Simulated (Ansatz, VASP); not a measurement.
HfO2: VASP beside Ansatz

POSCAR

```
HfO2
1.0
    0.2032617411      2.6059849443      2.6059849443
    2.6059849443      0.2032617411      2.6059849443
    2.6059849443      2.6059849443      0.2032617411
Hf O
1 2
Direct
    0.0000000000      0.0000000000      0.0000000000
    0.2458737640      0.2458737640      0.2458737640
    0.7541262360      0.7541262360      0.7541262360
```

File INCAR.step1:

```
PREC = Accurate ; ENCUT = 520
ISMEAR = 0 ; SIGMA = 0.01
LREAL = False ; LASPH = True
NELM = 80 ; NBANDS = 18
GGA = PE ; ALGO = Normal
EDIFF = 1E-4 ; LWAVE = True
LCHARG = False
```

Contents of INCAR.step2:

```
PREC = Accurate ; ENCUT = 520
EDIFF = 1E-7 ; ISMEAR = 0
SIGMA = 0.01 ; LREAL = False
LASPH = True ; NELM = 80
ALGO = Normal ; ISIF = 2
LWAVE = False ; LCHARG = False
METAGGA = R2SCAN ; LMIXTAU = True
NBANDS = 18 ; ISTART = 1
```

The input KPOINTS:

```
Automatic mesh
0
Gamma
  8 8 8
```

Input for Ansatz:

```yaml
crystal:
  lattice:
    - [0.2032617411, 2.6059849443, 2.6059849443]
    - [2.6059849443, 0.2032617411, 2.6059849443]
    - [2.6059849443, 2.6059849443, 0.2032617411]
  atoms:
    - { symbol: Hf, position: [0.0, 0.0, 0.0] }
    - { symbol: O, position: [0.245873764, 0.245873764, 0.245873764] }
    - { symbol: O, position: [0.754126236, 0.754126236, 0.754126236] }
kpoints:
  mp_grid: { grid: [8, 8, 8] }
  band_path:
    path:
      - [0.0, 0.0, 0.0]
      - [0.5, 0.0, 0.5]
      - [0.625, 0.25, 0.625]
      - [0.375, 0.375, 0.75]
      - [0.5, 0.5, 0.5]
      - [0.5, 0.25, 0.75]
      - [0.0, 0.5, 0.5]
    npoints: 1
hamiltonian:
  xc: r2scan
scf:
  occupations: { method: fixed }
  n_extra_bands: 4
output:
  forces: true
  stress: true
  eigenvalues: true
```

Change from the starting cell: epitaxial_111 strain -5.0%.

Alike in both runs: task single point; functional r2SCAN; k mesh 8 × 8 × 8; no spin polarisation.

|  | VASP | Ansatz |
| --- | --- | --- |
| version | VASP 6.6.1 | Ansatz 0.2.0 |
| potentials or method | VASP PAW PBE potentials, release 64 (Hf_pv, O) | plane waves, PAW |
| plane-wave cutoff (eV) | 520 | 500 |
| occupations | gaussian, width 0.01 eV | fixed |
| valence electrons in the cell | 22 | 38 |

```csv
,VASP,Ansatz,Ansatz less VASP
gap on the k mesh at the Fermi level (eV),4.48,4.45,-0.025
pressure (GPa),7.8,12.0,+4.23
"traceless stress, the component that is largest in VASP (GPa)",-5.75,-6.02,-0.268
rms of the force components (eV/Å),0.043,0.001,-0.0422
```

VASP's potentials were made for PBE, not for r2SCAN. Atom by atom the forces differ by 0.042 eV/Å (rms over components). One of these differences is far larger than is usual between the two programs; its cause wasn't traced. VASP's potentials hold 22 valence electrons a cell and Ansatz's 38, so a difference there can come from the potentials and not from the codes.

Neither program's run includes spin-orbit coupling.
